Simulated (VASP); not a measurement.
Wanted: the native input for a VASP 6.6.1 run.

```yaml
Task: single point
Functional: PBE
Potentials_or_basis: VASP PAW PBE potentials, release 64 (Al, B, P)
Cutoff: 500 eV
k_mesh: 5 × 5 × 2
Occupations: gaussian, width 0.2 eV
Spin: no spin polarisation
Dipole_correction: no
Further_INCAR_settings: ALGO = Normal; EDIFF = 1e-06; NBANDS = 23
```

The structure of Al4B3P lies in POSCAR:

```
Al4B3P
1.0
    3.8124135717      0.0000000000      0.0000000000
    0.0000000000      3.8124135717      0.0000000000
    0.0000000000      0.0000000000      6.8109938650
Al B P
4 3 1
Direct
    0.0000000000      0.5000000000      0.2065572101
    0.5000000000      0.0000000000      0.2065572101
    0.0000000000      0.5000000000      0.7934427899
    0.5000000000      0.0000000000      0.7934427899
    0.5000000000      0.5000000000      0.0000000000
    0.0000000000      0.0000000000      0.3741221343
    0.0000000000      0.0000000000      0.6258778657
    0.5000000000      0.5000000000      0.5000000000
```

These files were run (other wordings do the same):

INCAR

```
SYSTEM = Al4B3P
PREC     = Accurate       ! precision mode
ENCUT    = 500            ! plane-wave cutoff, eV
EDIFF    = 1E-6           ! SCF threshold, eV
ISMEAR   = 0              ! smearing method
SIGMA    = 0.2            ! smearing width, eV
LREAL    = .False.        ! projectors in reciprocal space
LASPH    = .True.         ! aspherical terms in the spheres
NELM     = 120            ! most SCF steps
ALGO     = Normal         ! electronic algorithm
ISIF     = 2              ! what is computed and relaxed
LWAVE    = .False.        ! write WAVECAR
LCHARG   = .False.        ! write CHGCAR
GGA      = PE             ! functional
NBANDS   = 23             ! bands
GGA_COMPAT= .False.
```

KPOINTS

```
regular mesh
0
Gamma
  5 5 2
  0 0 0
```

Potentials or basis: VASP PAW PBE potentials, release 64 (Al, B, P).

Run with:

```sh
$ cat potpaw_PBE.64/Al/POTCAR potpaw_PBE.64/B/POTCAR potpaw_PBE.64/P/POTCAR > POTCAR
$ mpirun -np 1 vasp_std > vasp.out
```

Results of the run:

```
Pressure               : 0.2 GPa
Largest force          : 0.022 eV/Å
Band gap on the k mesh : zero (band 13 reaches 8.61 eV, above the bottom of band 14 at 7.44 eV)
```

Caveat: the k points lie up to 0.46 Å⁻¹ apart.

Wall time 21 s on 1 thread of Intel(R) Xeon(R) Platinum 8259CL CPU @ 2.50GHz (Skylake/Cascade Lake), with other jobs on the host, peak memory 0.19 GiB.
